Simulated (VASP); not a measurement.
Input of a VASP 6.6.1 run:

File INCAR:

```
PREC = Accurate
ENCUT = 520
EDIFF = 1E-6
ISMEAR = 0
SIGMA = 0.02
LREAL = False
LASPH = True
NELM = 80
ALGO = Normal
ISIF = 2
LWAVE = False
LCHARG = False
GGA = PE
NBANDS = 15
```

Contents of KPOINTS:

```
regular mesh
0
Gamma
  6 6 6
```

POSCAR

```
KBr
1.0
    0.0000000000      3.4161596517      3.4161596517
    3.4161596517      0.0000000000      3.4161596517
    3.4161596517      3.4161596517      0.0000000000
K Br
1 1
Direct
    0.0000000000      0.0000000000      0.0000000000
    0.5000000000      0.5000000000      0.5000000000
```

Potentials or basis: VASP PAW PBE potentials, release 64 (K_sv, Br).

Launch:

```console
$ cat potpaw_PBE.64/K_sv/POTCAR potpaw_PBE.64/Br/POTCAR > POTCAR
$ mpirun -np 1 vasp_std > vasp.out
```

Problem. Estimate the pressure.

Solution. -0.6 GPa.

Problem. Predict the band gap on the k mesh.

Solution. 4.17 eV, direct.
